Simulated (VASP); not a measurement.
Input of a VASP 6.6.1 run:

Contents of INCAR:

```
SYSTEM = P
ALGO = Normal
EDIFF = 1E-6
ENCUT = 520
GGA = PS
ISIF = 2
ISMEAR = 0
LASPH = .TRUE.
LCHARG = .FALSE.
LREAL = .FALSE.
LWAVE = .FALSE.
NBANDS = 8
NELM = 60
PREC = Accurate
SIGMA = 0.1
```

The input KPOINTS:

```
k-points
0
G
  18 18 18
  0 0 0
```

POSCAR

```
P
1.0
    2.4117706173      0.0000000000      0.0000000000
    0.0000000000      2.4117706173      0.0000000000
    0.0000000000      0.0000000000      2.4700449759
P
1
Direct
    0.0000000000      0.0000000000      0.0000000000
```

Potentials or basis: VASP PAW PBE potentials, release 64 (P).

Run with:

```sh
$ cat potpaw_PBE.64/P/POTCAR > POTCAR
$ mpirun -np 1 vasp_std > vasp.out
```

Question: Predict the band gap on the k mesh.

Answer: Zero (an odd number of electrons rules out a gap without spin polarisation).

Question: Estimate the pressure.

Answer: -0.9 GPa.

Stress tensor (GPa, compression positive):
```
 0.09  0.00  0.00
 0.00  0.09  0.00
 0.00  0.00 -2.96
```

Caveat: the cell differs from its parent crystal (uniaxial strain along c: +2.0 %, then relaxed in part); the PAW data sets were made with another functional, which shifts forces and pressure a little; an odd number of electrons without spin polarisation forces a metal; a magnetic or distorted state may lie lower.
